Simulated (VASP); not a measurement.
# WC (Fm-3m) in VASP: single point with r2SCAN+D3(BJ)

Aim: the single point of WC with r2SCAN+D3(BJ).

All numbers are computed with VASP 6.6.1; they aren't measurements. Logs are shortened: lines on timing, memory, paths and dates and some standing lists are left out, and cuts for length are marked.

## 1. The cell of the first run

It takes space group Fm-3m (No. 225, cubic). Conventional cell: a = 4.385 Å, b = 4.385 Å, c = 4.385 Å, α = 90.00°, β = 90.00°, γ = 90.00°. W (site symmetry m-3m) has 6 C at 2.19 Å within 2.9 Å. C (site symmetry m-3m) has 6 W at 2.19 Å within 2.9 Å.

## 2. Single point, r2SCAN+D3(BJ)

POSCAR reads:

```
WC
1.0
    0.0000000000      2.1926840000      2.1926840000
    2.1926840000      0.0000000000      2.1926840000
    2.1926840000      2.1926840000      0.0000000000
W C
1 1
Direct
    0.0000000000      0.0000000000      0.0000000000
    0.5000000000      0.5000000000      0.5000000000
```

INCAR.step1 reads:

```
SYSTEM = WC
PREC = Accurate
ENCUT = 1430
ISMEAR = 0
SIGMA = 0.3
LREAL = .FALSE.
LASPH = .TRUE.
NELM = 120
NBANDS = 16
GGA = PE
ALGO = Normal
EDIFF = 1E-5
LWAVE = .TRUE.
LCHARG = .FALSE.
GGA_COMPAT = .FALSE.
```

INCAR.step2 reads:

```
SYSTEM = WC
PREC = Accurate
ENCUT = 1430
EDIFF = 1E-6
ISMEAR = 0
SIGMA = 0.3
LREAL = .FALSE.
LASPH = .TRUE.
NELM = 120
ALGO = Normal
ISIF = 2
LWAVE = .FALSE.
LCHARG = .FALSE.
METAGGA = R2SCAN
LMIXTAU = .TRUE.
IVDW = 12
VDW_S6 = 1.0
VDW_S8 = 0.78981345
VDW_A1 = 0.49484001
VDW_A2 = 5.73083694
NBANDS = 16
ISTART = 1
GGA_COMPAT = .FALSE.
```

KPOINTS reads:

```
Automatic mesh
0
G
  11 11 11
  0 0 0
```

Potentials or basis: VASP PAW PBE potentials, release 64 (W_sv, C_h).

Started as:

```bash
$ cat potpaw_PBE.64/W_sv/POTCAR potpaw_PBE.64/C_h/POTCAR > POTCAR
$ cp INCAR.step1 INCAR
$ mpirun -np 1 vasp_std > vasp.out
$ cp INCAR.step2 INCAR
$ mpirun -np 1 vasp_std > vasp.out
```

OUTCAR:

```text
SYSTEM = WC
   PREC = Accurate
   ENCUT = 1430
   EDIFF = 1E-6
   ISMEAR = 0
   LREAL = .FALSE.
   LASPH = .TRUE.
   NELM = 120
   ISIF = 2
   METAGGA = R2SCAN
   IVDW = 12
   ISTART = 1
 IVDW          = 12

 ion  position               nearest neighbor table
   1  0.000  0.000  0.000-   2 2.19   2 2.19   2 2.19   2 2.19   2 2.19   2 2.19
   2  0.500  0.500  0.500-   1 2.19   1 2.19   1 2.19   1 2.19   1 2.19   1 2.19

  LATTYP: Found a face centered cubic cell.
 ALAT       =     4.3853680000

  Lattice vectors:

 A1 = (   0.0000000000,   2.1926840000,   2.1926840000)
 A2 = (   2.1926840000,   0.0000000000,   2.1926840000)
 A3 = (   2.1926840000,   2.1926840000,   0.0000000000)

Analysis of symmetry for initial positions (statically):
=====================================================================
 Subroutine PRICEL returns:
 Original cell was already a primitive cell.

 Routine SETGRP: Setting up the symmetry group for a
 face centered cubic supercell.

 Subroutine GETGRP returns: Found 48 space group operations
 (whereof 48 operations were pure point group operations)
 out of a pool of 48 trial point group operations.

The static configuration has the point symmetry O_h .

Analysis of symmetry for dynamics (positions and initial velocities):
=====================================================================
 Subroutine PRICEL returns:
 Original cell was already a primitive cell.

 Routine SETGRP: Setting up the symmetry group for a
 face centered cubic supercell.

 Subroutine GETGRP returns: Found 48 space group operations
 (whereof 48 operations were pure point group operations)
 out of a pool of 48 trial point group operations.

The dynamic configuration has the point symmetry O_h .

 Subroutine INISYM returns: Found 48 space group operations
 (whereof 48 operations are pure point group operations),
 and found     1 'primitive' translations

----------------------------------------------------------------------------------------

                                     Primitive cell

  volume of cell :      21.0842

  direct lattice vectors                    reciprocal lattice vectors
     0.000000000  2.192684000  2.192684000    -0.228031034  0.228031034  0.228031034
     2.192684000  0.000000000  2.192684000     0.228031034 -0.228031034  0.228031034
     2.192684000  2.192684000  0.000000000     0.228031034  0.228031034 -0.228031034

  length of vectors
     3.100923451  3.100923451  3.100923451     0.394961337  0.394961337  0.394961337

  position of ions in fractional coordinates (direct lattice)
     0.000000000  0.000000000  0.000000000
     0.500000000  0.500000000  0.500000000

[... 79 lines left out ...]
   NSW    =      0    number of steps for IOM
   IBRION =     -1    ionic relax: 0-MD 1-quasi-New 2-CG
   NFREE  =      0    steps in history (QN), initial steepest desc. (CG)
   ISIF   =      2    stress and relaxation
   ISYM   =      2    0-nonsym 1-usesym 2-fastsym
   POTIM  = 0.5000    time-step for ionic-motion
   TEBEG  =    0.0;   TEEND  =   0.0 temperature during run
   PSTRESS=    0.0 pullay stress
   NELECT =      18.0000    total number of electrons
   NUPDOWN=      -1.0000    fix difference up-down
   EMIN   =  10.00;   EMAX   =-10.00  energy-range for DOS
   EFERMI =   0.00;   METHOD = LEGACY
   ISMEAR =     0;   SIGMA  =   0.30  broadening in eV -4-tet -1-fermi 0-gaus
   EFERMI_NEDOS =   21; number of points for ismear=-14 and -15
   IALGO  =     38    algorithm
   IMIX   =      4    mixing-type and parameters
     AMIX     =   0.40;   BMIX     =  1.00
     AMIX_MAG =   1.60;   BMIX_MAG =  1.00
  volume/ion in A,a.u.               =      10.54        71.14
  Fermi-wavevector in a.u.,A,eV,Ry     =   1.553029  2.934800 32.815887  2.411900
  Thomas-Fermi vector in A             =   2.657319
   LORBIT       =      0    0 simple, 1 ext, 2 COOP (PROOUT), +10 PAW based schemes
   METAGGA = R2SCAN    functional components
   LHFCALC =     F    Hartree Fock is set to
   AEXX    =    0.0000 exact exchange contribution
   IVDW    =    12    specifies the selected vdW correction
   LEPSILON=     F    determine dielectric tensor
   LRPA    =     F    only Hartree local field effects (RPA)
 non-spin polarized calculation
 Gauss-broadening in eV      SIGMA  =   0.30
  energy-cutoff  :     1430.00
  volume of cell :       21.08
 maximum number of plane-waves:      2637
   NGX = 19   NGY = 19   NGZ = 19

 number of electron      18.0000000 magnetization

 Free energy of the ion-electron system (eV)
  ---------------------------------------------------
  ext. energy  EPLUGINS =         0.00000000
  ---------------------------------------------------
  free energy    TOTEN  =       -60.64980194 eV

  energy without entropy =      -60.59713959  energy(sigma->0) =      -60.62347077

 E-fermi :  12.7416     XC(G=0): -14.8532

 val. band max:       12.7254118948   @ k =  -0.2727   0.4545   0.1818
 cond. band min:      12.7821673994   @ k =   0.4545   0.0909   0.0000
 fundamental gap:      0.0567555046
 Fermi energy:        12.7415996400

 k-point     1 :       0.0000    0.0000    0.0000
  band No.  band energies     occupation
      1     -64.7263      2.00000
      2     -28.0621      2.00000
      3     -28.0621      2.00000
      4     -28.0621      2.00000
      5      -3.9761      2.00000
      6       9.8924      2.00000
[... 433 lines left out ...]
      3     -28.2020      2.00000
      4     -28.0916      2.00000
      5      -1.7942      2.00000
      6       5.4942      2.00000
[... 8 lines left out ...]
     15      26.2087      0.00000
     16      27.1725      0.00000

 [... further k-points ...]

------------------------ aborting loop because EDIFF is reached ----------------------------------------

 Edisp (eV)   -0.42932

 E8    (eV) :    -0.1575

  FORCE on cell =-STRESS in cart. coord.  units (eV):
  Direction    XX          YY          ZZ          XY          YZ          ZX
  --------------------------------------------------------------------------------------
  -------------------------------------------------------------------------------------
  Total      -0.88625    -0.88625    -0.88625    -0.00000    -0.00000    -0.00000
  in kB     -67.34530   -67.34530   -67.34530    -0.00000    -0.00000    -0.00000
  external pressure =      -67.35 kB  Pullay stress =        0.00 kB

 VOLUME and BASIS-vectors are now :
 -----------------------------------------------------------------------------
  energy-cutoff  :     1430.00
  volume of cell :       21.08
      direct lattice vectors                 reciprocal lattice vectors
     0.000000000  2.192684000  2.192684000    -0.228031034  0.228031034  0.228031034
     2.192684000  0.000000000  2.192684000     0.228031034 -0.228031034  0.228031034
     2.192684000  2.192684000  0.000000000     0.228031034  0.228031034 -0.228031034

 POSITION                                       TOTAL-FORCE (eV/Angst)
 -----------------------------------------------------------------------------------
      0.00000      0.00000      0.00000         0.000000      0.000000      0.000000
      2.19268      2.19268      2.19268        -0.000000     -0.000000     -0.000000
 -----------------------------------------------------------------------------------
    total drift:                                0.000000     -0.000000     -0.000000

  FREE ENERGIE OF THE ION-ELECTRON SYSTEM (eV)
  ---------------------------------------------------
  free  energy   TOTEN  =       -61.0791253063 eV

  energy  without entropy=      -61.0264629618  energy(sigma->0) =      -61.05279413
```

OUTCAR.step1:

```text
SYSTEM = WC
   PREC = Accurate
   ENCUT = 1430
   ISMEAR = 0
   LREAL = .FALSE.
   LASPH = .TRUE.
[... 677 lines left out ...]
      0.00000      0.00000      0.00000         0.000000      0.000000      0.000000
      2.19268      2.19268      2.19268         0.000000      0.000000      0.000000
 -----------------------------------------------------------------------------------
    total drift:                                0.000000     -0.000000     -0.000000

  FREE ENERGIE OF THE ION-ELECTRON SYSTEM (eV)
  ---------------------------------------------------
  free  energy   TOTEN  =       -21.5791547832 eV

  energy  without entropy=      -21.5245418655  energy(sigma->0) =      -21.55184832
```

OSZICAR.step1:

```text
N       E                     dE             d eps       ncg     rms          rms(c)
DAV:   1     0.175332588789E+03    0.17533E+03   -0.16890E+04  1792   0.259E+03
DAV:   2    -0.184884102453E+02   -0.19382E+03   -0.18674E+03  2240   0.517E+02
DAV:   3    -0.250077862807E+02   -0.65194E+01   -0.64491E+01  1992   0.774E+01
DAV:   4    -0.250585763386E+02   -0.50790E-01   -0.50785E-01  2280   0.764E+00
DAV:   5    -0.250589062021E+02   -0.32986E-03   -0.32986E-03  2024   0.630E-01    0.306E+01
DAV:   6    -0.216811575351E+02    0.33777E+01   -0.84791E+00  2480   0.277E+01    0.778E+00
DAV:   7    -0.216066703986E+02    0.74487E-01   -0.51852E-01  1792   0.612E+00    0.623E+00
DAV:   8    -0.215808690535E+02    0.25801E-01   -0.84779E-02  2096   0.273E+00    0.133E+00
DAV:   9    -0.215792093150E+02    0.16597E-02   -0.31372E-03  1920   0.581E-01    0.942E-02
DAV:  10    -0.215791518050E+02    0.57510E-04   -0.43453E-04  2208   0.228E-01    0.130E-02
DAV:  11    -0.215791547832E+02   -0.29782E-05   -0.92047E-06  1360   0.334E-02
   1 F= -.21579155E+02 E0= -.21551848E+02  d E =-.546129E-01
```

Run time: 2.6 min. Hardware: 1 thread of Intel Xeon Platinum 8488C (Sapphire Rapids), shared host; peak memory 0.34 GiB.

What came out:

- Free energy: -61.0791 eV
- Pressure: -6.7 GPa
- Band gap on the k mesh: zero (bands 9 and 10 overlap by 3.21 eV)
- Dispersion energy per atom: -0.215 eV

Levels at points of the mesh, in eV from the Fermi level:
| k point | band 6 | band 7 | band 8 | band 9 | band 10 | band 11 | band 12 | band 13 |
| --- | --- | --- | --- | --- | --- | --- | --- | --- |
| (0.00, 0.00, 0.00) | -2.85 | -2.85 | -2.85 | -1.17 | -1.17 | -1.17 | -1.03 | -1.03 |

Caveat: the cell stands under tension; so wide a smearing shifts energies and pressures; the PAW data sets were made with another functional, which shifts forces and pressure a little; spin-orbit coupling is left out, which moves the levels of the heavy elements.

The gap in the log of VASP goes by the Fermi energy; the results here count the filled bands.